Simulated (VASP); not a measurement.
A run of VASP 6.6.1 is set up as follows.

Contents of INCAR:

```
SYSTEM = Al16N16F
  PREC = Accurate
  ENCUT = 520
  EDIFF = 1E-6
  ISMEAR = -1
  SIGMA = 0.01
  LREAL = Auto
  LASPH = .TRUE.
  NELM = 60
  ALGO = Normal
  ISIF = 2
  LWAVE = .FALSE.
  LCHARG = .FALSE.
  GGA = PE
  NBANDS = 90
  NELECT = 134.0
```

KPOINTS

```
Automatic mesh
0
Gamma
  2 2 2
  0.5 0.5 0.5
```

File POSCAR:

```
Al16N16F
1.0
    6.2595139128      0.0000000578      0.0000000000
   -3.1297570064      5.4208980350      0.0000000000
    0.0000000000      0.0000000000     10.0348065929
Al N F
16 16 1
Direct
    0.3352642781      0.1696197999      0.2513220581
    0.1684961780      0.3319997936      0.5047629856
    0.3327968873      0.1631671925      0.7515111178
    0.1662291127      0.3358341487      0.9968657400
    0.3324086019      0.6652493749      0.2547729182
    0.1672788006      0.8323138380      0.5050509207
    0.3296986983      0.6620052301      0.7491408839
    0.1656343099      0.8352889045      0.9964912293
    0.8355599253      0.1637719645      0.2490312171
    0.6681742782      0.3321780165      0.5064767611
    0.8338228898      0.1625648035      0.7526619062
    0.6669387364      0.3355088391      1.0021393116
    0.8315052980      0.6687324334      0.2519048677
    0.6647830869      0.8299928811      0.5041879112
    0.8334718548      0.6642174605      0.7522731919
    0.6609984628      0.8325107071      0.9977608125
    0.3431371853      0.1714815939      0.4503587397
    0.1826445428      0.3508908648      0.1838559742
    0.3340548638      0.1705273366      0.9409593829
    0.1674724630      0.3276760354      0.6935763232
    0.3314684022      0.6656320517      0.4441901368
    0.1835007469      0.8325679184      0.1849643630
    0.3285966142      0.6679328063      0.9371409788
    0.1668724020      0.8293545135      0.6938032609
    0.8311152908      0.1684600387      0.4490482214
    0.6732697261      0.3351644453      0.1933780555
    0.8307547838      0.1684286332      0.9418191698
    0.6692212963      0.3277936312      0.6963693825
    0.8286023836      0.6579840206      0.4500888791
    0.6498993146      0.8254449276      0.1842602822
    0.8303723406      0.6689837735      0.9417337423
    0.6663896127      0.8277411698      0.6942947252
    0.0010313982     -0.0019157818      0.3096189142
```

Potentials or basis: VASP PAW PBE potentials, release 64 (Al, N, F).

Run with:

```console
$ cat potpaw_PBE.64/Al/POTCAR potpaw_PBE.64/N/POTCAR potpaw_PBE.64/F/POTCAR > POTCAR
$ mpirun -np 1 vasp_std > vasp.out
```

Problem. Predict the largest force.

Solution. 0.390 eV/Å.

Forces on the atoms (eV/Å):
```
Al   0.082 -0.144  0.132
Al  -0.143  0.043 -0.128
Al   0.218  0.003 -0.063
Al  -0.008  0.088 -0.081
Al  -0.009  0.084 -0.002
Al  -0.098  0.047 -0.182
Al   0.298  0.015 -0.090
Al  -0.003  0.061  0.042
Al   0.230  0.055  0.264
Al   0.090 -0.022  0.041
Al   0.113 -0.140 -0.157
Al  -0.097  0.026 -0.102
Al   0.299  0.116  0.065
Al  -0.046  0.117  0.025
Al   0.037 -0.114 -0.131
Al  -0.104  0.040 -0.231
N    0.124 -0.104 -0.064
N   -0.289 -0.011 -0.053
N    0.101 -0.135  0.091
N   -0.244  0.131  0.146
N    0.156 -0.076  0.024
N   -0.177 -0.196 -0.232
N    0.197 -0.076  0.030
N   -0.236  0.132  0.090
N   -0.093  0.018  0.067
N   -0.255  0.087  0.069
N    0.179 -0.120  0.151
N   -0.300  0.214  0.129
N    0.126 -0.143 -0.013
N   -0.076 -0.050 -0.034
N    0.189 -0.132  0.110
N   -0.211  0.146  0.052
F   -0.047  0.040  0.035
```

Caveat: the k points lie up to 0.58 Å⁻¹ apart; the cell carries a net charge on a neutralising background, which shifts energy and pressure.
